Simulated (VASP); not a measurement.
Crystal: Ir.

```
Ir
1.0
     2.42368    0.00000    0.00000
     0.00000    2.42368    0.00000
     0.00000    0.00000    2.77430
Ir
1
Direct
  0.50000 0.50000 0.00000
```

- Program: VASP 6.6.1
- Task: relaxation of cell and atoms
- Functional: PBE
- Potentials or basis: VASP PAW PBE potentials, release 64 (Ir)
- Cutoff: 500 eV
- k mesh: 8 × 8 × 6
- Occupations: gaussian, width 0.1 eV
- Spin: no spin polarisation

At the start: pressure 21.3 GPa; volume 16.30 Å³/atom.

**Question.** How do energy, volume and symmetry change on relaxing?

**Answer.** Over 8 steps the energy falls by 232.6 meV/atom and the volume is 17.03 Å³/atom (+4.5 %); space group P4/mmm (No. 123, to 0.05 Å).

Step by step:
```tsv
step	energy change (eV)	largest force (eV/Å)	pressure (GPa)	volume (Å³)
1	0.0000	0.0000	21.27	16.30
2	0.4346	0.0000	-27.99	21.55
3	-0.1937	0.0000	-9.72	17.89
4	-0.1960	0.0000	-7.76	17.74
5	-0.1738	0.0000	9.68	16.46
6	-0.2314	0.0000	-1.84	17.16
7	-0.2294	0.0000	3.33	16.82
8	-0.2326	0.0000	0.06	17.03
```

Final structure:
```
CELL_PARAMETERS angstrom
2.54722 0.00000 0.00000
0.00000 2.54722 0.00000
0.00000 0.00000 2.62453
ATOMIC_POSITIONS crystal
Ir 0.50000 0.50000 0.00000
```

Caveat: the k points lie up to 0.40 Å⁻¹ apart in the final cell.
